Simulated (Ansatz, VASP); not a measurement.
Two plane-wave programs on C

```xyz
2
Lattice="0.0000 1.7769 1.7058 1.7769 0.0000 1.7058 1.7769 1.7769 0.0000" Properties=species:S:1:pos:R:3 pbc="T T T"
C     1.7769    1.7769    1.7058
C     2.6654    2.6654    2.5587
```

Change from the starting cell: strain +0.000 along x and y, -0.040 along z, atoms carried along.

Alike in both runs: task single point; functional PBEsol; k mesh 12 × 12 × 12; occupations gaussian, width 0.05 eV; no spin polarisation.

```csv
,VASP,Ansatz
version,VASP 6.6.1,Ansatz 0.2.0
potentials or method,"VASP PAW PBE potentials, release 64 (C_h), cutoff 910 eV","scalar-relativistic, plane waves, PAW"
valence electrons in the cell,8,8
```

Ansatz gave:

| Property | Result |
| --- | --- |
| gap on the k mesh at the Fermi level (eV) | 3.11 |
| least direct gap on the mesh (eV) | 4.95 |

Task: Which values does VASP return?

Result: gap on the k mesh at the Fermi level (eV): 3.11; least direct gap on the mesh (eV): 4.96.

VASP's potentials were made for PBE, not for PBEsol. The functional is the same, so the differences come from potentials, cutoffs and numerics.

Noted on VASP's run: the cutoff is short for stress, so the pressure is rough.
